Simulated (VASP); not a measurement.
Write the native input for VASP 6.6.1 that does the following.

- Task: single point
- Functional: PBE
- Potentials or basis: VASP PAW PBE potentials, release 64 (Mg_sv, O)
- Cutoff: 840 eV
- k mesh: 10 × 10 × 10
- Occupations: gaussian, width 0.05 eV
- Spin: no spin polarisation
- Dipole correction: no
- Further INCAR settings: ALGO = Normal; EDIFF = 1e-06; NBANDS = 15

The structure of MgO lies in POSCAR:

```
MgO
1.0
    0.0000000000      2.1351500000      2.1351500000
    2.1351500000      0.0000000000      2.1351500000
    2.1351500000      2.1351500000      0.0000000000
Mg O
1 1
Direct
    0.0000000000      0.0000000000      0.0000000000
    0.5000000000      0.5000000000      0.5124190358
```

This cell differs from its parent crystal: all O atoms moved +0.037 Å, as atom 2 along Cartesian [1 1 0].

These files were run (other wordings do the same):

INCAR

```
  PREC = Accurate
  ENCUT = 840
  EDIFF = 1E-6
  ISMEAR = 0
  SIGMA = 0.05
  LREAL = F
  LASPH = T
  NELM = 120
  ALGO = Normal
  ISIF = 2
  LWAVE = F
  LCHARG = F
  GGA = PE
  NBANDS = 15
  GGA_COMPAT = F
```

KPOINTS

```
Automatic mesh
0
Gamma
  10 10 10
```

Potentials or basis: VASP PAW PBE potentials, release 64 (Mg_sv, O).

Command:

```sh
$ cat potpaw_PBE.64/Mg_sv/POTCAR potpaw_PBE.64/O/POTCAR > POTCAR
$ mpirun -np 1 vasp_std > vasp.out
```

Results of the run:

| Quantity | Value |
| --- | --- |
| Pressure | -1.6 GPa |
| Largest force | 0.171 eV/Å |
| Band gap on the k mesh | 4.35 eV |

Caveat: the cell differs from its parent crystal (all O atoms moved +0.037 Å, as atom 2 along Cartesian [1 1 0]).

Wall time 38 s on 1 thread of AMD EPYC 9R45 96-Core Processor (Zen 5), with other jobs on the host, peak memory 0.2 GiB.
